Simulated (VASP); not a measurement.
# GaSb (F-43m) in VASP: further runs

GaSb is run at these levels: r2SCAN, HSE06; tasks: single point.

All numbers are computed with VASP 6.6.1; they aren't measurements. Logs are shortened: lines on timing, memory, paths and dates and some standing lists are left out, and cuts for length are marked.

## (1) The cell of the first run

Symmetry: F-43m, No. 216, cubic system. The conventional cell has a = 6.132 Å, b = 6.132 Å, c = 6.132 Å, α = 90.00°, β = 90.00°, γ = 90.00°. Ga (site symmetry -43m) has 4 Sb at 2.66 Å within 3.5 Å. Sb (site symmetry -43m) has 4 Ga at 2.66 Å within 3.5 Å.

## (2) Single point, r2SCAN

POSCAR reads:

```
GaSb
1.0
    0.0000000000      3.0658787994      3.0658787994
    3.0658787994      0.0000000000      3.0658787994
    3.0658787994      3.0658787994      0.0000000000
Ga Sb
1 1
Direct
    0.0000000000      0.0000000000      0.0000000000
    0.2500000000      0.2500000000      0.2500000000
```

INCAR.step1 reads:

```
SYSTEM = GaSb
PREC = Accurate ; ENCUT = 550
ISMEAR = -1 ; SIGMA = 0.02
LREAL = .False. ; LASPH = .True.
NELM = 120 ; NBANDS = 21
GGA = PE ; ALGO = Normal
EDIFF = 1E-5 ; LWAVE = .True.
LCHARG = .False. ; GGA_COMPAT = .False.
```

INCAR.step2 reads:

```
SYSTEM = GaSb
PREC = Accurate ; ENCUT = 550
EDIFF = 1E-6 ; ISMEAR = -1
SIGMA = 0.02 ; LREAL = .False.
LASPH = .True. ; NELM = 120
ALGO = Normal ; ISIF = 2
LWAVE = .False. ; LCHARG = .False.
METAGGA = R2SCAN ; LMIXTAU = .True.
NBANDS = 21 ; ISTART = 1
GGA_COMPAT = .False.
```

KPOINTS reads:

```
Automatic mesh
0
Gamma
  8 8 8
  0 0 0
```

Potentials or basis: VASP PAW PBE potentials, release 64 (Ga_d, Sb_d_GW).

Launch:

```bash
$ cat potpaw_PBE.64/Ga_d/POTCAR potpaw_PBE.64/Sb_d_GW/POTCAR > POTCAR
$ cp INCAR.step1 INCAR
$ mpirun -np 1 vasp_std > vasp.out
$ cp INCAR.step2 INCAR
$ mpirun -np 1 vasp_std > vasp.out
```

OUTCAR:

```text
SYSTEM = GaSb
   PREC = Accurate
   ENCUT = 550
   EDIFF = 1E-6
   ISMEAR = -1
   LREAL = .False.
   LASPH = .True.
   NELM = 120
   ISIF = 2
   METAGGA = R2SCAN
   ISTART = 1

 ion  position               nearest neighbor table
   1  0.000  0.000  0.000-   2 2.66   2 2.66   2 2.66   2 2.66
   2  0.250  0.250  0.250-   1 2.66   1 2.66   1 2.66   1 2.66

  LATTYP: Found a face centered cubic cell.
 ALAT       =     6.1317575988

  Lattice vectors:

 A1 = (   0.0000000000,   3.0658787994,   3.0658787994)
 A2 = (   3.0658787994,   0.0000000000,   3.0658787994)
 A3 = (   3.0658787994,   3.0658787994,   0.0000000000)

Analysis of symmetry for initial positions (statically):
=====================================================================
 Subroutine PRICEL returns:
 Original cell was already a primitive cell.

 Routine SETGRP: Setting up the symmetry group for a
 face centered cubic supercell.

 Subroutine GETGRP returns: Found 24 space group operations
 (whereof 24 operations were pure point group operations)
 out of a pool of 48 trial point group operations.

The static configuration has the point symmetry T_d .

Analysis of symmetry for dynamics (positions and initial velocities):
=====================================================================
 Subroutine PRICEL returns:
 Original cell was already a primitive cell.

 Routine SETGRP: Setting up the symmetry group for a
 face centered cubic supercell.

 Subroutine GETGRP returns: Found 24 space group operations
 (whereof 24 operations were pure point group operations)
 out of a pool of 48 trial point group operations.

The dynamic configuration has the point symmetry T_d .

 Subroutine INISYM returns: Found 24 space group operations
 (whereof 24 operations are pure point group operations),
 and found     1 'primitive' translations

----------------------------------------------------------------------------------------

                                     Primitive cell

  volume of cell :      57.6361

  direct lattice vectors                    reciprocal lattice vectors
     0.000000000  3.065878799  3.065878799    -0.163085377  0.163085377  0.163085377
     3.065878799  0.000000000  3.065878799     0.163085377 -0.163085377  0.163085377
     3.065878799  3.065878799  0.000000000     0.163085377  0.163085377 -0.163085377

  length of vectors
     4.335807379  4.335807379  4.335807379     0.282472159  0.282472159  0.282472159

  position of ions in fractional coordinates (direct lattice)
     0.000000000  0.000000000  0.000000000
     0.250000000  0.250000000  0.250000000

  ion indices of the primitive-cell ions
   primitive index   ion index
                 1           1
                 2           2

----------------------------------------------------------------------------------------

 KPOINTS: Automatic mesh

Automatic generation of k-mesh.
 Grid dimensions read from file:
 generate k-points for:    8    8    8

 Generating k-lattice:

  Cartesian coordinates                     Fractional coordinates (reciprocal lattice)
    -0.020385672  0.020385672  0.020385672     0.125000000  0.000000000  0.000000000
     0.020385672 -0.020385672  0.020385672     0.000000000  0.125000000  0.000000000
     0.020385672  0.020385672 -0.020385672     0.000000000  0.000000000  0.125000000

  Length of vectors
     0.035309020  0.035309020  0.035309020

  Shift w.r.t. Gamma in fractional coordinates (k-lattice)
     0.000000000  0.000000000  0.000000000

 Subroutine IBZKPT returns following result:
 ===========================================

 Found     29 irreducible k-points:

 Following reciprocal coordinates:
            Coordinates               Weight
  0.000000  0.000000  0.000000      1.000000
  0.125000  0.000000  0.000000      8.000000
  0.250000  0.000000  0.000000      8.000000
  0.375000  0.000000  0.000000      8.000000
  0.500000  0.000000  0.000000      4.000000
  0.125000  0.125000  0.000000      6.000000
[... 16 lines left out ...]
  0.500000  0.250000  0.125000     48.000000
 -0.375000  0.250000  0.125000     24.000000
 [... further k-points ...]
   k-points           NKPTS =     29   k-points in BZ     NKDIM =     29   number of bands    NBANDS=     21
   number of dos      NEDOS =    301   number of ions     NIONS =      2
   total plane-waves  NPLWV =  46656
   dimension x,y,z NGX =    36 NGY =   36 NGZ =   36
   dimension x,y,z NGXF=    72 NGYF=   72 NGZF=   72
   ions per type =               1   1
   NGX,Y,Z   is equivalent  to a cutoff of  13.80, 13.80, 13.80 a.u.
   NGXF,Y,Z  is equivalent  to a cutoff of  27.61, 27.61, 27.61 a.u.
 SYSTEM =  GaSb
   PREC   = accura    normal or accurate (medium, high low for compatibility)
   ISTART =      1    job   : 0-new  1-cont  2-samecut
   ICHARG =      0    charge: 1-file 2-atom 10-const
   ISPIN  =      1    spin polarized calculation?
   LNONCOLLINEAR =      F non collinear calculations
   LSORBIT =      F    spin-orbit coupling
   LASPH  =      T    aspherical Exc in radial PAW
   ENCUT  =  550.0 eV  40.42 Ry    6.36 a.u.   8.29  8.29  8.29*2*pi/ulx,y,z
   NELM   =    120;   NELMIN=  2; NELMDL=  0     # of ELM steps
   EDIFF  = 0.1E-05   stopping-criterion for ELM
   LREAL  =      F    real-space projection
   EDIFFG = 0.1E-04   stopping-criterion for IOM
   NSW    =      0    number of steps for IOM
   IBRION =     -1    ionic relax: 0-MD 1-quasi-New 2-CG
   NFREE  =      0    steps in history (QN), initial steepest desc. (CG)
   ISIF   =      2    stress and relaxation
   ISYM   =      2    0-nonsym 1-usesym 2-fastsym
   POTIM  = 0.5000    time-step for ionic-motion
   TEBEG  =    0.0;   TEEND  =   0.0 temperature during run
   PSTRESS=    0.0 pullay stress
   NELECT =      28.0000    total number of electrons
   NUPDOWN=      -1.0000    fix difference up-down
   EMIN   =  10.00;   EMAX   =-10.00  energy-range for DOS
   EFERMI =   0.00;   METHOD = LEGACY
   ISMEAR =    -1;   SIGMA  =   0.02  broadening in eV -4-tet -1-fermi 0-gaus
   EFERMI_NEDOS =   21; number of points for ismear=-14 and -15
   IALGO  =     38    algorithm
   IMIX   =      4    mixing-type and parameters
     AMIX     =   0.40;   BMIX     =  1.00
     AMIX_MAG =   1.60;   BMIX_MAG =  1.00
  volume/ion in A,a.u.               =      28.82       194.47
  Fermi-wavevector in a.u.,A,eV,Ry     =   1.286953  2.431988 22.534606  1.656247
  Thomas-Fermi vector in A             =   2.418996
   LORBIT       =      0    0 simple, 1 ext, 2 COOP (PROOUT), +10 PAW based schemes
   METAGGA = R2SCAN    functional components
   LHFCALC =     F    Hartree Fock is set to
   AEXX    =    0.0000 exact exchange contribution
   IVDW    =     0    specifies the selected vdW correction
   LEPSILON=     F    determine dielectric tensor
   LRPA    =     F    only Hartree local field effects (RPA)
 non-spin polarized calculation
  energy-cutoff  :      550.00
  volume of cell :       57.64
 maximum number of plane-waves:      1708
 NGX is ok and might be reduce to    36
   NGX = 17   NGY = 17   NGZ = 17

 number of electron      28.0000005 magnetization

 Free energy of the ion-electron system (eV)
  ---------------------------------------------------
  ext. energy  EPLUGINS =         0.00000000
  ---------------------------------------------------
  free energy    TOTEN  =       -37.63313740 eV

  energy without entropy =      -37.63313725  energy(sigma->0) =      -37.63313733

 E-fermi :   3.8141     XC(G=0): -10.0383

 val. band max:        3.6049125365   @ k =   0.0000   0.0000   0.0000
 cond. band min:       4.0012617903   @ k =   0.0000   0.0000   0.0000
 fundamental gap:      0.3963492538
 Fermi energy:         3.8140762453

 k-point     1 :       0.0000    0.0000    0.0000
  band No.  band energies     occupation
      1     -25.8691      2.00000
      2     -25.8691      2.00000
      3     -25.8691      2.00000
      4     -25.8436      2.00000
      5     -25.8436      2.00000
      6     -11.8731      2.00000
[... 13 lines left out ...]
     20      12.7965      0.00000
     21      12.7965      0.00000

 k-point     2 :       0.1250    0.0000    0.0000
  band No.  band energies     occupation
      1     -25.8690      2.00000
      2     -25.8686      2.00000
      3     -25.8686      2.00000
      4     -25.8436      2.00000
      5     -25.8436      2.00000
      6     -11.8776      2.00000
[... 13 lines left out ...]
     20      11.9509      0.00000
     21      11.9509      0.00000

 k-point     3 :       0.2500    0.0000    0.0000
  band No.  band energies     occupation
      1     -25.8687      2.00000
      2     -25.8675      2.00000
      3     -25.8675      2.00000
      4     -25.8432      2.00000
      5     -25.8432      2.00000
      6     -11.8882      2.00000
[... 13 lines left out ...]
     20      11.7226      0.00000
     21      11.7226      0.00000

 k-point     4 :       0.3750    0.0000    0.0000
  band No.  band energies     occupation
      1     -25.8685      2.00000
      2     -25.8664      2.00000
      3     -25.8664      2.00000
      4     -25.8429      2.00000
      5     -25.8429      2.00000
      6     -11.8984      2.00000
[... 13 lines left out ...]
     20      12.7390      0.00000
     21      12.7390      0.00000

 k-point     5 :       0.5000    0.0000    0.0000
  band No.  band energies     occupation
      1     -25.8684      2.00000
      2     -25.8660      2.00000
      3     -25.8660      2.00000
      4     -25.8427      2.00000
      5     -25.8427      2.00000
      6     -11.9026      2.00000
[... 13 lines left out ...]
     20      14.1656      0.00000
     21      14.1656      0.00000
[... 382 lines left out ...]
     20      15.0444      0.00000
     21      15.7791      0.00000

 k-point    22 :       0.3750    0.2500    0.1250
  band No.  band energies     occupation
      1     -25.8697      2.00000
      2     -25.8661      2.00000
      3     -25.8658      2.00000
      4     -25.8441      2.00000
      5     -25.8422      2.00000
      6     -11.8989      2.00000
[... 13 lines left out ...]
     20      13.2613      0.00000
     21      13.5336      0.00000

 k-point    23 :       0.5000    0.2500    0.1250
  band No.  band energies     occupation
      1     -25.8689      2.00000
      2     -25.8659      2.00000
      3     -25.8647      2.00000
      4     -25.8438      2.00000
      5     -25.8420      2.00000
      6     -11.9060      2.00000
[... 13 lines left out ...]
     20      12.9429      0.00000
     21      14.4457      0.00000

 k-point    24 :      -0.3750    0.2500    0.1250
  band No.  band energies     occupation
      1     -25.8682      2.00000
      2     -25.8662      2.00000
      3     -25.8643      2.00000
      4     -25.8434      2.00000
      5     -25.8421      2.00000
      6     -11.9087      2.00000
[... 13 lines left out ...]
     20      13.9080      0.00000
     21      14.4321      0.00000

 [... further k-points ...]

------------------------ aborting loop because EDIFF is reached ----------------------------------------

  FORCE on cell =-STRESS in cart. coord.  units (eV):
  Direction    XX          YY          ZZ          XY          YZ          ZX
  --------------------------------------------------------------------------------------
  -------------------------------------------------------------------------------------
  Total        0.0008364      0.0008364      0.0008364     -0.0000000     -0.0000000     -0.0000000
  in kB        0.0232515      0.0232515      0.0232515     -0.0000000     -0.0000000     -0.0000000
  external PRESSURE =       0.0232515 kB  Pullay stress =       0.0000000 kB

 VOLUME and BASIS-vectors are now :
 -----------------------------------------------------------------------------
  energy-cutoff  :      550.00
  volume of cell :       57.64
      direct lattice vectors                 reciprocal lattice vectors
     0.000000000  3.065878799  3.065878799    -0.163085377  0.163085377  0.163085377
     3.065878799  0.000000000  3.065878799     0.163085377 -0.163085377  0.163085377
     3.065878799  3.065878799  0.000000000     0.163085377  0.163085377 -0.163085377

 POSITION                                       TOTAL-FORCE (eV/Angst)
 -----------------------------------------------------------------------------------
      0.00000      0.00000      0.00000        -0.000000     -0.000000     -0.000000
      1.53294      1.53294      1.53294         0.000000      0.000000      0.000000
 -----------------------------------------------------------------------------------
    total drift:                                0.000000      0.000000     -0.000000

  FREE ENERGIE OF THE ION-ELECTRON SYSTEM (eV)
  ---------------------------------------------------
  free  energy   TOTEN  =       -37.6331374011 eV

  energy  without entropy=      -37.6331372543  energy(sigma->0) =      -37.63313733
```

Run time: 83 s. Hardware: 1 thread of Intel Xeon 6975P-C (Granite Rapids), shared host; peak memory 0.24 GiB.

What came out:

- Free energy: -37.6331 eV
- Pressure: 0.0 GPa
- Band gap on the k mesh: 0.40 eV

Caveat: semilocal functionals underestimate gaps, and a narrow one can read as zero; the PAW data sets were made with another functional, which shifts forces and pressure a little; spin-orbit coupling is left out, which moves the levels of the heavy elements.

(Part 1 of 2 ends here.)
